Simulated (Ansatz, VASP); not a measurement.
Two plane-wave programs on MgO

```
CELL_PARAMETERS angstrom
3.31529 0.00000 0.00000
-1.65764 2.87112 0.00000
0.00000 0.00000 5.12155
ATOMIC_POSITIONS crystal
Mg 0.31559 0.65368 0.00632
Mg 0.68441 0.34632 0.50632
O 0.34973 0.67867 0.39828
O 0.65027 0.32133 0.89828
```

Change from the starting cell: mode 4 frozen in at -0.037 Å and mode 5 at -0.037 Å (largest displacements).

Alike in both runs: task single point; functional PBE; k mesh 9 × 9 × 6; occupations gaussian, width 0.05 eV; no spin polarisation.

|  | VASP | Ansatz |
| --- | --- | --- |
| version | VASP 6.6.1 | Ansatz 0.2.0 |
| potentials or method | VASP PAW PBE potentials, release 64 (Mg, O), cutoff 520 eV | scalar-relativistic, plane waves, PAW |
| valence electrons in the cell | 16 | 32 |

|  | VASP | Ansatz | Ansatz less VASP |
| --- | --- | --- | --- |
| gap on the k mesh at the Fermi level (eV) | 3.37 | 3.39 | +0.020 |
| least direct gap on the mesh (eV) | 3.37 | 3.39 | +0.020 |
| pressure (GPa) | -0.5 | -0.1 | +0.44 |
| traceless stress, the component that is largest in VASP (GPa) | 0.09 | 0.06 | -0.030 |
| rms of the force components (eV/Å) | 0.080 | 0.080 | -0.0008 |

Atom by atom the forces differ by 0.001 eV/Å (rms over components). With one functional, cell and mesh, what is left measures potentials, basis and numerics. VASP's potentials hold 16 valence electrons a cell and Ansatz's 32, so a difference there can come from the potentials and not from the codes.
